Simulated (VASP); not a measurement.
Wanted: the native input for a VASP 6.6.1 run.

- Task: single point
- Functional: PBEsol
- Potentials or basis: VASP PAW PBE potentials, release 64 (Te, Pb_d)
- Cutoff: 520 eV
- k mesh: 8 × 8 × 8
- Occupations: gaussian, width 0.05 eV
- Spin: no spin polarisation
- Dipole correction: no
- Further INCAR settings: ALGO = Normal; EDIFF = 1e-06; NBANDS = 17

The structure of TePb lies in POSCAR:

```
TePb
1.0
    0.0000000000      3.1749425097      3.3336896352
    3.1749425097      0.0000000000      3.3336896352
    3.1749425097      3.1749425097      0.0000000000
Te Pb
1 1
Direct
    0.5000000000      0.5000000000      0.5000000000
    0.0000000000      0.0000000000      0.0000000000
```

This cell differs from its parent crystal: ratio of the length along z to the lengths across it x 1.05, volume and fractional coordinates fixed.

The input as run:

INCAR

```
SYSTEM = TePb
PREC     = Accurate       ! precision mode
ENCUT    = 520            ! plane-wave cutoff, eV
EDIFF    = 1E-6           ! SCF threshold, eV
ISMEAR   = 0              ! smearing method
SIGMA    = 0.05           ! smearing width, eV
LREAL    = .False.        ! projectors in reciprocal space
LASPH    = .True.         ! aspherical terms in the spheres
NELM     = 60             ! most SCF steps
ALGO     = Normal         ! electronic algorithm
ISIF     = 2              ! what is computed and relaxed
LWAVE    = .False.        ! write WAVECAR
LCHARG   = .False.        ! write CHGCAR
GGA      = PS             ! functional
NBANDS   = 17             ! bands
```

KPOINTS

```
regular mesh
0
Gamma
  8 8 8
  0 0 0
```

Potentials or basis: VASP PAW PBE potentials, release 64 (Te, Pb_d).

Command:

```console
$ cat potpaw_PBE.64/Te/POTCAR potpaw_PBE.64/Pb_d/POTCAR > POTCAR
$ mpirun -np 1 vasp_std > vasp.out
```

It gave:

```json
{"Pressure": "0.1 GPa", "Band gap on the k mesh": "0.55 eV"}
```

Caveat: the PAW data sets were made with another functional, which shifts forces and pressure a little; spin-orbit coupling is left out, which moves the levels of the heavy elements.

It took 46 s on 1 thread of Intel(R) Xeon(R) Platinum 8259CL CPU @ 2.50GHz (Skylake/Cascade Lake) (shared host), peak memory 0.24 GiB.
